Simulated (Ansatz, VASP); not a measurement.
## Ge in VASP and in Ansatz

File INCAR:

```
SYSTEM = Ge
PREC     = Accurate       ! precision mode
ENCUT    = 520            ! plane-wave cutoff, eV
EDIFF    = 1E-7           ! SCF threshold, eV
ISMEAR   = 0              ! smearing method
SIGMA    = 0.15           ! smearing width, eV
LREAL    = .FALSE.        ! projectors in reciprocal space
LASPH    = .TRUE.         ! aspherical terms in the spheres
NELM     = 100            ! most SCF steps
ALGO     = Normal         ! electronic algorithm
ISIF     = 2              ! what is computed and relaxed
LWAVE    = .FALSE.        ! write WAVECAR
LCHARG   = .FALSE.        ! write CHGCAR
GGA      = PS             ! functional
NBANDS   = 21             ! bands
```

Contents of KPOINTS:

```
regular mesh
0
G
  20 20 20
  0 0 0
```

File POSCAR:

```
Ge
1.0
   -2.5358723732      2.5358723732      1.3554902639
    2.5358723732     -2.5358723732      1.3554902639
    2.5358723732      2.5358723732     -1.3554902639
Ge
2
Direct
    0.2500000000      0.7500000000      0.5000000000
    0.5000000000      0.5000000000      0.0000000000
```

Input for Ansatz:

```yaml
crystal:
  lattice:
    - [-2.5358723732, 2.5358723732, 1.3554902639]
    - [2.5358723732, -2.5358723732, 1.3554902639]
    - [2.5358723732, 2.5358723732, -1.3554902639]
  atoms:
    - { symbol: Ge, position: [0.25, 0.75, 0.5] }
    - { symbol: Ge, position: [0.5, 0.5, 0.0] }
basis:
  ecutwfc: 420
kpoints:
  mp_grid: { grid: [20, 20, 20] }
hamiltonian:
  xc: pbesol
scf:
  occupations: { method: gaussian, width: 0.15 }
output:
  forces: true
  stress: true
  eigenvalues: true
```

Change from the starting cell: strain -0.015 along x and y, -0.030 along z, atoms carried along.

Alike in both runs: task single point; functional PBEsol; k mesh 20 × 20 × 20; occupations gaussian, width 0.15 eV; no spin polarisation.

|  | VASP | Ansatz |
| --- | --- | --- |
| version | VASP 6.6.1 | Ansatz 0.2.0 |
| potentials or method | VASP PAW PBE potentials, release 64 (Ge_d), cutoff 520 eV | scalar-relativistic, plane waves, PAW |
| valence electrons in the cell | 28 | 28 |

```tsv
	VASP	Ansatz	Ansatz less VASP
gap on the k mesh at the Fermi level (eV)	none	none	-
pressure (GPa)	4.6	4.6	-0.03
traceless stress, the component that is largest in VASP (GPa)	1.52	1.51	-0.015
```

VASP's potentials were made for PBE, not for PBEsol. A gap of «none» marks a metal or a gap that the smearing closes. The functional is the same, so the differences come from potentials, cutoffs and numerics.
